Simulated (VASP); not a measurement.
# TiSe2 (P-3m1) in VASP: single point with PBE+D3(BJ)

Aim: the single point of TiSe2 with PBE+D3(BJ).

The COD entry that gives the cell may itself be a prediction, so a difference from it is no test against experiment.

All numbers are computed with VASP 6.6.1; they aren't measurements. Logs are shortened: lines on timing, memory, paths and dates and some standing lists are left out, and cuts for length are marked.

**1. The cell of the first run**

Symmetry: P-3m1, No. 164, trigonal system. Conventional cell: a = 3.483 Å, b = 3.483 Å, c = 5.859 Å, α = 90.00°, β = 90.00°, γ = 120.00°. Within 3.4 Å of Ti (site symmetry -3m) lie 6 Se at 2.54 Å. Within 3.4 Å of Se (site symmetry 3m) lie 3 Ti at 2.54 Å.

**2. Single point, PBE+D3(BJ), collinear spin, ferromagnetic start**

INCAR

```
SYSTEM = TiSe2
PREC = Accurate ; ENCUT = 500
EDIFF = 1E-6 ; ISMEAR = 0
SIGMA = 0.05 ; LREAL = .False.
LASPH = .True. ; NELM = 200
ALGO = Normal ; ISIF = 2
LWAVE = .False. ; LCHARG = .True.
ISPIN = 2 ; MAGMOM = 1 0 0
LORBIT = 11 ; LMAXMIX = 4
GGA = PE ; IVDW = 12
LELF = .True. ; LVHAR = .True.
NBANDS = 23 ; GGA_COMPAT = .False.
```

KPOINTS

```
regular mesh
0
Gamma
  12 12 6
  0 0 0
```

POSCAR

```
TiSe2
1.0
    3.4825719583      0.0000000000      0.0000000000
   -1.7412859791      3.0159957864      0.0000000000
    0.0000000000      0.0000000000      5.8593341599
Ti Se
1 2
Direct
    0.0000000000      0.0000000000      0.0000000000
    0.3333333333      0.6666666667      0.2649363149
    0.6666666667      0.3333333333      0.7350636851
```

Potentials or basis: VASP PAW PBE potentials, release 64 (Ti_sv, Se).

Run with:

```bash
$ cat potpaw_PBE.64/Ti_sv/POTCAR potpaw_PBE.64/Se/POTCAR > POTCAR
$ mpirun -np 1 vasp_std > vasp.out
```

OUTCAR:

```text
SYSTEM = TiSe2
   PREC = Accurate
   ENCUT = 500
   EDIFF = 1E-6
   ISMEAR = 0
   LREAL = .False.
   LASPH = .True.
   NELM = 200
   ISIF = 2
   ISPIN = 2
   LORBIT = 11
   GGA = PE
   IVDW = 12
 IVDW          = 12

 ion  position               nearest neighbor table
   1  0.000  0.000  0.000-   2 2.54   3 2.54   2 2.54   3 2.54   3 2.54   2 2.54
   2  0.333  0.667  0.265-   1 2.54   1 2.54   1 2.54
   3  0.667  0.333  0.735-   1 2.54   1 2.54   1 2.54

  LATTYP: Found a hexagonal cell.
 ALAT       =     3.4825719583
 C/A-ratio  =     1.6824732497

  Lattice vectors:

 A1 = (   3.4825719583,   0.0000000000,   0.0000000000)
 A2 = (  -1.7412859791,   3.0159957864,   0.0000000000)
 A3 = (   0.0000000000,   0.0000000000,   5.8593341599)

Analysis of symmetry for initial positions (statically):
=====================================================================
 Subroutine PRICEL returns:
 Original cell was already a primitive cell.

 Routine SETGRP: Setting up the symmetry group for a
 hexagonal supercell.

 Subroutine GETGRP returns: Found 12 space group operations
 (whereof 12 operations were pure point group operations)
 out of a pool of 24 trial point group operations.

The static configuration has the point symmetry D_3d.

Analysis of symmetry for dynamics (positions and initial velocities):
=====================================================================
 Subroutine PRICEL returns:
 Original cell was already a primitive cell.

 Routine SETGRP: Setting up the symmetry group for a
 hexagonal supercell.

 Subroutine GETGRP returns: Found 12 space group operations
 (whereof 12 operations were pure point group operations)
 out of a pool of 24 trial point group operations.

The dynamic configuration has the point symmetry D_3d.

Analysis of structural, dynamic, and magnetic symmetry:
=====================================================================
 Subroutine PRICEL returns:
 Original cell was already a primitive cell.

 Routine SETGRP: Setting up the symmetry group for a
 hexagonal supercell.

 Subroutine GETGRP returns: Found 12 space group operations
 (whereof 12 operations were pure point group operations)
 out of a pool of 24 trial point group operations.

The overall configuration has the point symmetry D_3d.

 Subroutine INISYM returns: Found 12 space group operations
 (whereof 12 operations are pure point group operations),
 and found     1 'primitive' translations

----------------------------------------------------------------------------------------

                                     Primitive cell

  volume of cell :      61.5431

  direct lattice vectors                    reciprocal lattice vectors
     3.482571958  0.000000000  0.000000000     0.287144103  0.165782725  0.000000000
    -1.741285979  3.015995786  0.000000000     0.000000000  0.331565450  0.000000000
     0.000000000  0.000000000  5.859334160     0.000000000  0.000000000  0.170667856

  length of vectors
     3.482571958  3.482571958  5.859334160     0.331565450  0.331565450  0.170667856

  position of ions in fractional coordinates (direct lattice)
     0.000000000  0.000000000  0.000000000
     0.333333333  0.666666667  0.264936315
     0.666666667  0.333333333  0.735063685

  ion indices of the primitive-cell ions
   primitive index   ion index
                 1           1
                 2           2
                 3           3

----------------------------------------------------------------------------------------

 KPOINTS: regular mesh

Automatic generation of k-mesh.
 Grid dimensions read from file:
 generate k-points for:   12   12    6

 Generating k-lattice:

  Cartesian coordinates                     Fractional coordinates (reciprocal lattice)
     0.023928675  0.013815227  0.000000000     0.083333333  0.000000000  0.000000000
     0.000000000  0.027630454  0.000000000     0.000000000  0.083333333  0.000000000
     0.000000000  0.000000000  0.028444643     0.000000000  0.000000000  0.166666667

  Length of vectors
     0.027630454  0.027630454  0.028444643

  Shift w.r.t. Gamma in fractional coordinates (k-lattice)
     0.000000000  0.000000000  0.000000000

 Subroutine IBZKPT returns following result:
 ===========================================

 Found    100 irreducible k-points:

 Following reciprocal coordinates:
            Coordinates               Weight
  0.000000  0.000000  0.000000      1.000000
  0.083333  0.000000  0.000000      6.000000
  0.166667  0.000000  0.000000      6.000000
  0.250000  0.000000  0.000000      6.000000
  0.333333  0.000000  0.000000      6.000000
  0.416667  0.000000  0.000000      6.000000
[... 16 lines left out ...]
  0.166667  0.000000  0.166667      6.000000
  0.000000  0.166667  0.166667      6.000000
 [... further k-points ...]
   k-points           NKPTS =    100   k-points in BZ     NKDIM =    100   number of bands    NBANDS=     23
   number of dos      NEDOS =    301   number of ions     NIONS =      3
   total plane-waves  NPLWV =  37632
   dimension x,y,z NGX =    28 NGY =   28 NGZ =   48
   dimension x,y,z NGXF=    56 NGYF=   56 NGZF=   96
   ions per type =               1   2
   NGX,Y,Z   is equivalent  to a cutoff of  13.37, 13.37, 13.62 a.u.
   NGXF,Y,Z  is equivalent  to a cutoff of  26.73, 26.73, 27.24 a.u.
 SYSTEM =  TiSe2
   PREC   = accura    normal or accurate (medium, high low for compatibility)
   ISTART =      0    job   : 0-new  1-cont  2-samecut
   ICHARG =      2    charge: 1-file 2-atom 10-const
   ISPIN  =      2    spin polarized calculation?
   LNONCOLLINEAR =      F non collinear calculations
   LSORBIT =      F    spin-orbit coupling
   LASPH  =      T    aspherical Exc in radial PAW
   ENCUT  =  500.0 eV  36.75 Ry    6.06 a.u.   6.35  6.35 10.68*2*pi/ulx,y,z
   NELM   =    200;   NELMIN=  2; NELMDL= -5     # of ELM steps
   EDIFF  = 0.1E-05   stopping-criterion for ELM
   LREAL  =      F    real-space projection
[... 7 lines left out ...]
   TEBEG  =    0.0;   TEEND  =   0.0 temperature during run
   PSTRESS=    0.0 pullay stress
   NELECT =      24.0000    total number of electrons
   NUPDOWN=      -1.0000    fix difference up-down
   EMIN   =  10.00;   EMAX   =-10.00  energy-range for DOS
   EFERMI =   0.00;   METHOD = LEGACY
   ISMEAR =     0;   SIGMA  =   0.05  broadening in eV -4-tet -1-fermi 0-gaus
   EFERMI_NEDOS =   21; number of points for ismear=-14 and -15
   IALGO  =     38    algorithm
   IMIX   =      4    mixing-type and parameters
     AMIX     =   0.40;   BMIX     =  1.00
     AMIX_MAG =   1.60;   BMIX_MAG =  1.00
  volume/ion in A,a.u.               =      20.51       138.44
  Fermi-wavevector in a.u.,A,eV,Ry     =   1.196058  2.260222 19.463876  1.430555
  Thomas-Fermi vector in A             =   2.332008
   LORBIT       =     11    0 simple, 1 ext, 2 COOP (PROOUT), +10 PAW based schemes
   GGA     = PE    functional components
   LHFCALC =     F    Hartree Fock is set to
   AEXX    =    0.0000 exact exchange contribution
   IVDW    =    12    specifies the selected vdW correction
   LEPSILON=     F    determine dielectric tensor
   LRPA    =     F    only Hartree local field effects (RPA)
 spin polarized calculation
 Gauss-broadening in eV      SIGMA  =   0.05
  energy-cutoff  :      500.00
  volume of cell :       61.54
 maximum number of plane-waves:      1583
 NGX is ok and might be reduce to    28
   NGX = 13   NGY = 13   NGZ = 21

 number of electron      24.0000002 magnetization      -0.0000696

 number of electron      24.0000002 magnetization       0.0000789

 Free energy of the ion-electron system (eV)
  ---------------------------------------------------
  ext. energy  EPLUGINS =         0.00000000
  ---------------------------------------------------
  free energy    TOTEN  =       -18.12400908 eV

  energy without entropy =      -18.12285992  energy(sigma->0) =      -18.12343450

 E-fermi :   5.3875     XC(G=0): -10.3025

 val. band max:        5.3821946304   @ k =   0.0000   0.4167   0.1667
 cond. band min:       5.3903946227   @ k =   0.0833   0.0000   0.0000
 fundamental gap:      0.0081999923
 Fermi energy:         5.3875058005

 spin component 1

 k-point     1 :       0.0000    0.0000    0.0000
  band No.  band energies     occupation
      1     -52.1350      1.00000
      2     -28.3684      1.00000
      3     -28.3538      1.00000
      4     -28.3538      1.00000
      5      -8.8240      1.00000
      6      -7.2078      1.00000
[... 15 lines left out ...]
     22      16.5251      0.00000
     23      17.8932      0.00000
[... 575 lines left out ...]
      1     -52.1327      1.00000
      2     -28.3800      1.00000
      3     -28.3627      1.00000
      4     -28.3597      1.00000
      5      -8.4419      1.00000
      6      -7.2176      1.00000
[... 15 lines left out ...]
     22      16.1447      0.00000
     23      16.3786      0.00000

 [... further k-points ...]

 spin component 2

 k-point     1 :       0.0000    0.0000    0.0000
  band No.  band energies     occupation
      1     -52.1350      1.00000
      2     -28.3684      1.00000
      3     -28.3538      1.00000
      4     -28.3538      1.00000
      5      -8.8239      1.00000
      6      -7.2078      1.00000
[... 15 lines left out ...]
     22      16.5252      0.00000
     23      17.8932      0.00000
[... 575 lines left out ...]
      1     -52.1327      1.00000
      2     -28.3800      1.00000
      3     -28.3627      1.00000
      4     -28.3597      1.00000
      5      -8.4418      1.00000
      6      -7.2176      1.00000
[... 15 lines left out ...]
     22      16.1447      0.00000
     23      16.3786      0.00000

 [... further k-points ...]

------------------------ aborting loop because EDIFF is reached ----------------------------------------

 Edisp (eV)   -1.35207

 E8    (eV) :    -0.5865

  FORCE on cell =-STRESS in cart. coord.  units (eV):
  Direction    XX          YY          ZZ          XY          YZ          ZX
  --------------------------------------------------------------------------------------
  -------------------------------------------------------------------------------------
  Total       0.03777     0.03777     0.04867     0.00000     0.00000    -0.00000
  in kB       0.98320     0.98320     1.26695     0.00000     0.00000    -0.00000
  external pressure =        1.08 kB  Pullay stress =        0.00 kB

 VOLUME and BASIS-vectors are now :
 -----------------------------------------------------------------------------
  energy-cutoff  :      500.00
  volume of cell :       61.54
      direct lattice vectors                 reciprocal lattice vectors
     3.482571958  0.000000000  0.000000000     0.287144103  0.165782725  0.000000000
    -1.741285979  3.015995786  0.000000000     0.000000000  0.331565450  0.000000000
     0.000000000  0.000000000  5.859334160     0.000000000  0.000000000  0.170667856

 POSITION                                       TOTAL-FORCE (eV/Angst)
 -----------------------------------------------------------------------------------
      0.00000      0.00000      0.00000         0.000000      0.000000      0.000000
     -0.00000      2.01066      1.55235        -0.000000      0.000000      0.018338
      1.74129      1.00533      4.30698         0.000000     -0.000000     -0.018338
 -----------------------------------------------------------------------------------
    total drift:                               -0.000000      0.000000      0.000000

  FREE ENERGIE OF THE ION-ELECTRON SYSTEM (eV)
  ---------------------------------------------------
  free  energy   TOTEN  =       -19.4760768866 eV

  energy  without entropy=      -19.4749277262  energy(sigma->0) =      -19.47550231

 total charge

# of ion       s       p       d       tot
------------------------------------------
    1        2.182   6.166   1.858  10.206
    2        1.475   2.359   0.039   3.873
    3        1.475   2.359   0.039   3.873
--------------------------------------------------
tot          5.132  10.883   1.937  17.952

 magnetization (x)

# of ion       s       p       d       tot
------------------------------------------
    1        0.000   0.000  -0.000  -0.000
    2       -0.000   0.000   0.000   0.000
    3       -0.000   0.000   0.000   0.000
--------------------------------------------------
tot          0.000   0.000  -0.000   0.000
```

It took 2.2 min on 1 thread of Intel Xeon 6975P-C (Granite Rapids), shared host; peak memory 0.37 GiB.

Results:

| Property | Result |
| --- | --- |
| Free energy | -19.4761 eV |
| Pressure | 0.1 GPa |
| Largest force | 0.018 eV/Å |
| Band gap on the k mesh | zero (filled and empty bands overlap) |
| Net moment | 0.00 μB per cell |
| Valence electrons inside the program's atomic spheres | Ti 10.21; Se 3.87 |
| Dispersion energy per atom | -0.451 eV |

Forces in eV/Å, atoms in the order of the input:
```
Ti   0.000  0.000  0.000
Se   0.000  0.000  0.018
Se   0.000  0.000 -0.018
```

Levels at points of the mesh, in eV from the Fermi level:
Spin up:
```csv
k point,band 9,band 10,band 11,band 12,band 13,band 14,band 15,band 16
"(0.00, 0.00, 0.00)",-2.25,0.37,0.51,0.51,0.58,0.61,0.61,3.30
"(0.50, 0.00, 0.00)",-2.93,-2.86,-2.24,-1.42,0.05,1.47,1.89,3.23
"(0.00, 0.00, 0.50)",-2.17,-2.17,0.29,0.29,0.49,0.49,1.28,3.75
"(0.50, 0.00, 0.50)",-2.82,-2.55,-1.12,-0.85,-0.25,1.47,1.86,3.06
```
Spin down:
```csv
k point,band 9,band 10,band 11,band 12,band 13,band 14,band 15,band 16
"(0.00, 0.00, 0.00)",-2.25,0.37,0.51,0.51,0.58,0.61,0.61,3.30
"(0.50, 0.00, 0.00)",-2.93,-2.86,-2.24,-1.42,0.05,1.47,1.89,3.23
"(0.00, 0.00, 0.50)",-2.17,-2.17,0.29,0.29,0.49,0.49,1.28,3.75
"(0.50, 0.00, 0.50)",-2.82,-2.55,-1.12,-0.85,-0.25,1.47,1.86,3.06
```

Caveat: pairwise dispersion overbinds metals, which lowers pressure and volume.
